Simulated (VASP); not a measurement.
Wanted: the native input for a VASP 6.6.1 run.

```
Task                   : single point
Functional             : PBE
Potentials or basis    : VASP PAW PBE potentials, release 64 (Se)
Cutoff                 : 520 eV
k mesh                 : 16 × 16 × 16
Occupations            : fermi-dirac, width 0.1 eV
Spin                   : no spin polarisation
Dipole correction      : no
Further INCAR settings : ALGO = Normal; EDIFF = 1e-06; NBANDS = 13
```

The structure of Se lies in POSCAR:

```
Se
1.0
   -2.1302236140      2.1302236140      1.1253630819
    2.1302236140     -2.1302236140      1.1253630819
    2.1302236140      2.1302236140     -1.1253630819
Se
2
Direct
   -0.3750000000     -0.1250000000     -0.2500000000
    0.3750000000      0.1250000000      0.2500000000
```

This cell differs from its parent crystal: volume scaled by 0.45.

The input as run:

INCAR

```
PREC = Accurate
ENCUT = 520
EDIFF = 1E-6
ISMEAR = -1
SIGMA = 0.1
LREAL = False
LASPH = True
NELM = 60
ALGO = Normal
ISIF = 2
LWAVE = False
LCHARG = False
GGA = PE
NBANDS = 13
```

KPOINTS

```
regular mesh
0
Gamma
  16 16 16
```

Potentials or basis: VASP PAW PBE potentials, release 64 (Se).

The run is started by

```console
$ cat potpaw_PBE.64/Se/POTCAR > POTCAR
$ mpirun -np 1 vasp_std > vasp.out
```

Results of the run:

```
Pressure               : 263.3 GPa
Band gap on the k mesh : zero (band 6 reaches 25.14 eV, above the bottom of band 7 at 14.67 eV)
```

Wall time 24 s on 1 thread of Intel(R) Xeon(R) Platinum 8559C (Emerald Rapids), with other jobs on the host, peak memory 0.2 GiB.
